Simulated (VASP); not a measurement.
# SiO2 (P4_2/mnm) in VASP: further runs

Runs on SiO2. Level: PBE. Tasks: single point.

All numbers are computed with VASP 6.6.1; they aren't measurements. Logs are shortened: lines on timing, memory, paths and dates and some standing lists are left out, and cuts for length are marked.

## (1) The cell of the first run

Symmetry: P4_2/mnm, No. 136, tetragonal system. The conventional cell has a = 4.275 Å, b = 4.275 Å, c = 3.063 Å, α = 90.00°, β = 90.00°, γ = 90.00°. Si (site symmetry mmm) has 6 O at 1.86 to 1.93 Å within 2.5 Å. Within 2.5 Å of O (site symmetry m2m) lie 3 Si at 1.86 to 1.93 Å and 1 O at 2.33 Å.

## (2) Single point, PBE (9.33 Å³/atom)

File INCAR:

```
SYSTEM = SiO2
  PREC = Accurate
  ENCUT = 520
  EDIFF = 1E-6
  ISMEAR = 0
  SIGMA = 0.05
  LREAL = .False.
  LASPH = .True.
  NELM = 100
  ALGO = Normal
  ISIF = 2
  LWAVE = .False.
  LCHARG = .False.
  GGA = PE
  NBANDS = 25
```

File KPOINTS:

```
Automatic mesh
0
Gamma
  6 6 10
  0 0 0
```

File POSCAR:

```
SiO2
1.0
    4.2753790114      0.0000000000      0.0000000000
    0.0000000000      4.2753790114      0.0000000000
    0.0000000000      0.0000000000      3.0628815238
Si O
2 4
Direct
    0.5000000000      0.5000000000      0.5000000000
    0.0000000000      0.0000000000      0.0000000000
    0.6930127928      0.6930127928      0.0000000000
    0.1930127928      0.8069872072      0.5000000000
    0.3069872072      0.3069872072      0.0000000000
    0.8069872072      0.1930127928      0.5000000000
```

Potentials or basis: VASP PAW PBE potentials, release 64 (Si, O).

Command:

```bash
cat potpaw_PBE.64/Si/POTCAR potpaw_PBE.64/O/POTCAR > POTCAR
mpirun -np 1 vasp_std > vasp.out
```

OUTCAR:

```text
SYSTEM = SiO2
   PREC = Accurate
   ENCUT = 520
   EDIFF = 1E-6
   ISMEAR = 0
   LREAL = .False.
   LASPH = .True.
   NELM = 100
   ISIF = 2
   GGA = PE

 ion  position               nearest neighbor table
   1  0.500  0.500  0.500-   4 1.86   6 1.86   5 1.93   3 1.93   3 1.93   5 1.93
   2  0.000  0.000  0.000-   3 1.86   5 1.86   4 1.93   6 1.93   4 1.93   6 1.93
   3  0.693  0.693  0.000-   2 1.86   1 1.93   1 1.93
   4  0.193  0.807  0.500-   1 1.86   2 1.93   2 1.93
   5  0.307  0.307  0.000-   2 1.86   1 1.93   1 1.93
   6  0.807  0.193  0.500-   1 1.86   2 1.93   2 1.93

  LATTYP: Found a simple tetragonal cell.
 ALAT       =     4.2753790114
 C/A-ratio  =     0.7164000000

  Lattice vectors:

 A1 = (   4.2753790114,   0.0000000000,   0.0000000000)
 A2 = (   0.0000000000,   4.2753790114,   0.0000000000)
 A3 = (   0.0000000000,   0.0000000000,   3.0628815238)

Analysis of symmetry for initial positions (statically):
=====================================================================
 Subroutine PRICEL returns:
 Original cell was already a primitive cell.

 Routine SETGRP: Setting up the symmetry group for a
 simple tetragonal supercell.

 Subroutine GETGRP returns: Found 16 space group operations
 (whereof  8 operations were pure point group operations)
 out of a pool of 16 trial point group operations.

The static configuration has the point symmetry D_2h.
 The point group associated with its full space group is D_4h.

Analysis of symmetry for dynamics (positions and initial velocities):
=====================================================================
 Subroutine PRICEL returns:
 Original cell was already a primitive cell.

 Routine SETGRP: Setting up the symmetry group for a
 simple tetragonal supercell.

 Subroutine GETGRP returns: Found 16 space group operations
 (whereof  8 operations were pure point group operations)
 out of a pool of 16 trial point group operations.

The dynamic configuration has the point symmetry D_2h.
 The point group associated with its full space group is D_4h.

 Subroutine INISYM returns: Found 16 space group operations
 (whereof  8 operations are pure point group operations),
 and found     1 'primitive' translations

----------------------------------------------------------------------------------------

                                     Primitive cell

  volume of cell :      55.9860

  direct lattice vectors                    reciprocal lattice vectors
     4.275379011  0.000000000  0.000000000     0.233897392  0.000000000  0.000000000
     0.000000000  4.275379011  0.000000000     0.000000000  0.233897392  0.000000000
     0.000000000  0.000000000  3.062881524     0.000000000  0.000000000  0.326489938

  length of vectors
     4.275379011  4.275379011  3.062881524     0.233897392  0.233897392  0.326489938

  position of ions in fractional coordinates (direct lattice)
     0.500000000  0.500000000  0.500000000
     0.000000000  0.000000000  0.000000000
     0.693012793  0.693012793  0.000000000
     0.193012793  0.806987207  0.500000000
     0.306987207  0.306987207  0.000000000
     0.806987207  0.193012793  0.500000000

  ion indices of the primitive-cell ions
   primitive index   ion index
                 1           1
                 2           2
                 3           3
                 4           4
                 5           5
                 6           6

----------------------------------------------------------------------------------------

 KPOINTS: Automatic mesh

Automatic generation of k-mesh.
 Grid dimensions read from file:
 generate k-points for:    6    6   10

 Generating k-lattice:

  Cartesian coordinates                     Fractional coordinates (reciprocal lattice)
     0.038982899  0.000000000  0.000000000     0.166666667  0.000000000  0.000000000
     0.000000000  0.038982899  0.000000000     0.000000000  0.166666667  0.000000000
     0.000000000  0.000000000  0.032648994     0.000000000  0.000000000  0.100000000

  Length of vectors
     0.038982899  0.038982899  0.032648994

  Shift w.r.t. Gamma in fractional coordinates (k-lattice)
     0.000000000  0.000000000  0.000000000

 Subroutine IBZKPT returns following result:
 ===========================================

 Found     60 irreducible k-points:

 Following reciprocal coordinates:
            Coordinates               Weight
  0.000000  0.000000  0.000000      1.000000
  0.166667  0.000000  0.000000      4.000000
  0.333333  0.000000  0.000000      4.000000
  0.500000  0.000000  0.000000      2.000000
  0.166667  0.166667  0.000000      4.000000
  0.333333  0.166667  0.000000      8.000000
[... 16 lines left out ...]
  0.333333  0.000000  0.200000      8.000000
  0.500000  0.000000  0.200000      4.000000
 [... further k-points ...]
   k-points           NKPTS =     60   k-points in BZ     NKDIM =     60   number of bands    NBANDS=     25
   number of dos      NEDOS =    301   number of ions     NIONS =      6
   total plane-waves  NPLWV =  24576
   dimension x,y,z NGX =    32 NGY =   32 NGZ =   24
   dimension x,y,z NGXF=    64 NGYF=   64 NGZF=   48
   ions per type =               2   4
   NGX,Y,Z   is equivalent  to a cutoff of  12.44, 12.44, 13.03 a.u.
   NGXF,Y,Z  is equivalent  to a cutoff of  24.89, 24.89, 26.05 a.u.
 SYSTEM =  SiO2
   PREC   = accura    normal or accurate (medium, high low for compatibility)
   ISTART =      0    job   : 0-new  1-cont  2-samecut
   ICHARG =      2    charge: 1-file 2-atom 10-const
   ISPIN  =      1    spin polarized calculation?
   LNONCOLLINEAR =      F non collinear calculations
   LSORBIT =      F    spin-orbit coupling
   LASPH  =      T    aspherical Exc in radial PAW
   ENCUT  =  520.0 eV  38.22 Ry    6.18 a.u.   7.95  7.95  5.69*2*pi/ulx,y,z
   NELM   =    100;   NELMIN=  2; NELMDL= -5     # of ELM steps
   EDIFF  = 0.1E-05   stopping-criterion for ELM
   LREAL  =      F    real-space projection
   EDIFFG = 0.1E-04   stopping-criterion for IOM
   NSW    =      0    number of steps for IOM
   IBRION =     -1    ionic relax: 0-MD 1-quasi-New 2-CG
   NFREE  =      0    steps in history (QN), initial steepest desc. (CG)
   ISIF   =      2    stress and relaxation
   ISYM   =      2    0-nonsym 1-usesym 2-fastsym
   POTIM  = 0.5000    time-step for ionic-motion
   TEBEG  =    0.0;   TEEND  =   0.0 temperature during run
   PSTRESS=    0.0 pullay stress
   NELECT =      32.0000    total number of electrons
   NUPDOWN=      -1.0000    fix difference up-down
   EMIN   =  10.00;   EMAX   =-10.00  energy-range for DOS
   EFERMI =   0.00;   METHOD = LEGACY
   ISMEAR =     0;   SIGMA  =   0.05  broadening in eV -4-tet -1-fermi 0-gaus
   EFERMI_NEDOS =   21; number of points for ismear=-14 and -15
   IALGO  =     38    algorithm
   IMIX   =      4    mixing-type and parameters
     AMIX     =   0.40;   BMIX     =  1.00
     AMIX_MAG =   1.60;   BMIX_MAG =  1.00
  volume/ion in A,a.u.               =       9.33        62.97
  Fermi-wavevector in a.u.,A,eV,Ry     =   1.358621  2.567422 25.114330  1.845851
  Thomas-Fermi vector in A             =   2.485439
   LORBIT       =      0    0 simple, 1 ext, 2 COOP (PROOUT), +10 PAW based schemes
   GGA     = PE    functional components
   LHFCALC =     F    Hartree Fock is set to
   AEXX    =    0.0000 exact exchange contribution
   IVDW    =     0    specifies the selected vdW correction
   LEPSILON=     F    determine dielectric tensor
   LRPA    =     F    only Hartree local field effects (RPA)
 non-spin polarized calculation
 Gauss-broadening in eV      SIGMA  =   0.05
  energy-cutoff  :      520.00
  volume of cell :       55.99
 maximum number of plane-waves:      1536
 NGX is ok and might be reduce to    32
   NGX = 15   NGY = 15   NGZ = 11

 number of electron      32.0000033 magnetization

 Free energy of the ion-electron system (eV)
  ---------------------------------------------------
  ext. energy  EPLUGINS =         0.00000000
  ---------------------------------------------------
  free energy    TOTEN  =       -44.78012225 eV

  energy without entropy =      -44.78012225  energy(sigma->0) =      -44.78012225

 E-fermi :   6.2096     XC(G=0): -11.3917

 val. band max:        5.9254513430   @ k =   0.0000   0.0000   0.0000
 cond. band min:       8.1450816204   @ k =   0.0000   0.0000   0.0000
 fundamental gap:      2.2196302773
 Fermi energy:         6.2095988849

 k-point     1 :       0.0000    0.0000    0.0000
  band No.  band energies     occupation
      1     -14.7096      2.00000
      2     -11.7807      2.00000
      3     -11.7807      2.00000
      4     -11.5229      2.00000
      5      -3.7778      2.00000
      6       0.3774      2.00000
[... 17 lines left out ...]
     24      18.7280      0.00000
     25      19.9883      0.00000

 k-point     2 :       0.1667    0.0000    0.0000
  band No.  band energies     occupation
      1     -14.5825      2.00000
      2     -12.2379      2.00000
      3     -11.7277      2.00000
      4     -11.3260      2.00000
      5      -3.5157      2.00000
      6       0.2811      2.00000
[... 17 lines left out ...]
     24      18.3064      0.00000
     25      19.2515      0.00000

 k-point     3 :       0.3333    0.0000    0.0000
  band No.  band energies     occupation
      1     -14.2133      2.00000
      2     -12.9411      2.00000
      3     -11.5864      2.00000
      4     -11.2879      2.00000
      5      -2.8266      2.00000
      6      -0.8185      2.00000
[... 552 lines left out ...]
 k-point    23 :       0.3333    0.0000    0.2000
  band No.  band energies     occupation
      1     -13.8913      2.00000
      2     -12.7360      2.00000
      3     -11.5378      2.00000
      4     -11.3739      2.00000
      5      -2.7140      2.00000
      6      -0.6149      2.00000
[... 17 lines left out ...]
     24      17.3347      0.00000
     25      19.1886      0.00000

 k-point    24 :       0.5000    0.0000    0.2000
  band No.  band energies     occupation
      1     -13.3647      2.00000
      2     -13.3647      2.00000
      3     -11.4328      2.00000
      4     -11.4328      2.00000
      5      -1.7100      2.00000
      6      -1.7100      2.00000
[... 17 lines left out ...]
     24      17.0513      0.00000
     25      19.0881      0.00000

 [... further k-points ...]

------------------------ aborting loop because EDIFF is reached ----------------------------------------

  FORCE on cell =-STRESS in cart. coord.  units (eV):
  Direction    XX          YY          ZZ          XY          YZ          ZX
  --------------------------------------------------------------------------------------
  -------------------------------------------------------------------------------------
  Total       -7.4088408     -7.4088408    -20.5747518      0.0000000      0.0000000      0.0000000
  in kB     -212.0222327   -212.0222327   -588.7972167      0.0000000      0.0000000      0.0000000
  external PRESSURE =    -337.6138940 kB  Pullay stress =       0.0000000 kB

 VOLUME and BASIS-vectors are now :
 -----------------------------------------------------------------------------
  energy-cutoff  :      520.00
  volume of cell :       55.99
      direct lattice vectors                 reciprocal lattice vectors
     4.275379011  0.000000000  0.000000000     0.233897392  0.000000000  0.000000000
     0.000000000  4.275379011  0.000000000     0.000000000  0.233897392  0.000000000
     0.000000000  0.000000000  3.062881524     0.000000000  0.000000000  0.326489938

 POSITION                                       TOTAL-FORCE (eV/Angst)
 -----------------------------------------------------------------------------------
      2.13769      2.13769      1.53144         0.000000      0.000000      0.000000
      0.00000      0.00000      0.00000         0.000000      0.000000      0.000000
      2.96289      2.96289      0.00000         0.328318      0.328318      0.000000
      0.82520      3.45018      1.53144         0.328318     -0.328318      0.000000
      1.31249      1.31249      0.00000        -0.328318     -0.328318     -0.000000
      3.45018      0.82520      1.53144        -0.328318      0.328318      0.000000
 -----------------------------------------------------------------------------------
    total drift:                                0.000000      0.000000     -0.000000

  FREE ENERGIE OF THE ION-ELECTRON SYSTEM (eV)
  ---------------------------------------------------
  free  energy   TOTEN  =       -44.7801222498 eV

  energy  without entropy=      -44.7801222498  energy(sigma->0) =      -44.78012225
```

It took 86 s on 1 thread of Intel Xeon 8259CL, shared host; peak memory 0.2 GiB.

What came out:

- Free energy: -44.7801 eV
- Pressure: -33.8 GPa
- Largest force: 0.464 eV/Å
- Band gap on the k mesh: 2.22 eV

Forces on the atoms (eV/Å):
```
Si   0.000  0.000  0.000
Si   0.000  0.000  0.000
O    0.328  0.328  0.000
O    0.328 -0.328  0.000
O   -0.328 -0.328  0.000
O   -0.328  0.328  0.000
```

Levels at points of the mesh, in eV from the valence-band top:
| k point | band 14 | band 15 | band 16 | band 17 | band 18 | band 19 |
| --- | --- | --- | --- | --- | --- | --- |
| (0.00, 0.00, 0.00) | -0.62 | -0.62 | 0.00 | 2.22 | 4.53 | 5.86 |
| (0.50, 0.00, 0.00) | -2.46 | -0.75 | -0.75 | 4.84 | 4.84 | 6.59 |
| (0.50, 0.50, 0.00) | -2.48 | -1.35 | -1.35 | 4.56 | 4.56 | 7.49 |
| (0.00, 0.00, 0.50) | -2.45 | -1.93 | -1.93 | 6.81 | 6.81 | 10.76 |
| (0.50, 0.00, 0.50) | -1.60 | -1.20 | -1.20 | 6.88 | 6.88 | 8.77 |
| (0.50, 0.50, 0.50) | -1.13 | -1.02 | -1.02 | 5.30 | 5.30 | 10.08 |

Caveat: the cell stands under tension.

## (3) Single point, PBE (9.33 Å³/atom)

File INCAR:

```
SYSTEM = SiO2
  ALGO = Normal
  EDIFF = 1E-7
  ENCUT = 520
  GGA = PE
  ISIF = 2
  ISMEAR = 0
  LASPH = .TRUE.
  LCHARG = .FALSE.
  LREAL = .FALSE.
  LWAVE = .FALSE.
  NBANDS = 25
  NELM = 80
  PREC = Accurate
  SIGMA = 0.05
```

File KPOINTS:

```
k-points
0
G
  6 6 10
  0 0 0
```

POSCAR: that of step 2 with these lines changed.

```diff
@@ -2,5 +2,5 @@
 1.0
-    4.2753790114      0.0000000000      0.0000000000
-    0.0000000000      4.2753790114      0.0000000000
-    0.0000000000      0.0000000000      3.0628815238
+    4.4958251280      0.0000000000      0.0000000000
+    0.0000000000      4.4958251280      0.0000000000
+    0.0000000000      0.0000000000      2.7698778614
 Si O
```

Potentials or basis: VASP PAW PBE potentials, release 64 (Si, O).

Command:

```bash
cat potpaw_PBE.64/Si/POTCAR potpaw_PBE.64/O/POTCAR > POTCAR
mpirun -np 1 vasp_std > vasp.out
```

Run time: 1.9 min. Hardware: 1 thread of Intel Xeon 8259CL, shared host; peak memory 0.21 GiB.

It converged, with:

```yaml
Free_energy: -45.4776 eV
Pressure: -30.8 GPa
Largest_force: 1.187 eV/Å
Band_gap_on_the_k_mesh: 2.79 eV
```

Forces in eV/Å, atoms in the order of the input:
```
Si   0.000  0.000  0.000
Si   0.000  0.000  0.000
O   -0.839 -0.839  0.000
O   -0.839  0.839  0.000
O    0.839  0.839  0.000
O    0.839 -0.839  0.000
```

Stress tensor (GPa, compression positive):
```
-31.38   0.00   0.00
  0.00 -31.38   0.00
  0.00   0.00 -29.77
```

Levels at points of the mesh, in eV from the valence-band top:
| k point | band 12 | band 13 | band 14 | band 15 | band 16 | band 17 | band 18 | band 19 | band 20 | band 21 |
| --- | --- | --- | --- | --- | --- | --- | --- | --- | --- | --- |
| (0.00, 0.00, 0.00) | -2.49 | -2.22 | -0.79 | -0.79 | 0.00 | 2.79 | 6.28 | 7.40 | 7.40 | 10.51 |
| (0.50, 0.00, 0.00) | -3.11 | -2.20 | -2.20 | -0.93 | -0.93 | 5.49 | 5.49 | 8.20 | 8.20 | 9.53 |
| (0.50, 0.50, 0.00) | -2.57 | -2.17 | -2.17 | -1.80 | -1.80 | 5.48 | 5.48 | 8.75 | 8.75 | 10.63 |
| (0.00, 0.00, 0.50) | -4.00 | -2.18 | -2.18 | -2.08 | -2.08 | 6.69 | 6.69 | 10.28 | 10.28 | 10.81 |
| (0.50, 0.00, 0.50) | -3.21 | -1.91 | -1.91 | -1.34 | -1.34 | 6.70 | 6.70 | 7.70 | 7.70 | 11.65 |
| (0.50, 0.50, 0.50) | -3.92 | -1.51 | -1.51 | -1.18 | -1.18 | 5.09 | 5.09 | 9.36 | 9.36 | 10.77 |

Caveat: the cell stands under tension; forces of over 1 eV/Å act on the atoms, so gaps and moduli don't describe the material at rest.
